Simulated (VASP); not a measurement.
Input of a VASP 6.6.1 run:

INCAR

```
PREC = Accurate ; ENCUT = 520
EDIFF = 1E-7 ; ISMEAR = 0
SIGMA = 0.1 ; LREAL = F
LASPH = T ; NELM = 100
ALGO = Normal ; ISIF = 2
LWAVE = F ; LCHARG = F
GGA = PE ; NBANDS = 16
```

Contents of KPOINTS:

```
Automatic mesh
0
Gamma
  18 18 12
```

POSCAR

```
AgB2
1.0
    3.0211797370      0.0000000000      0.0000000000
   -1.5105898685      2.6164184017      0.0000000000
    0.0000000000      0.0000000000      4.0627662197
Ag B
1 2
Direct
    0.0000000000      0.0000000000      0.0000000000
    0.3333333333      0.6666666667      0.5000000000
    0.6666666667      0.3333333333      0.5000000000
```

Potentials or basis: VASP PAW PBE potentials, release 64 (Ag, B).

Command:

```console
$ cat potpaw_PBE.64/Ag/POTCAR potpaw_PBE.64/B/POTCAR > POTCAR
$ mpirun -np 1 vasp_std > vasp.out
```

(1) What does it give for the pressure?

Results:

(1) -0.1 GPa.
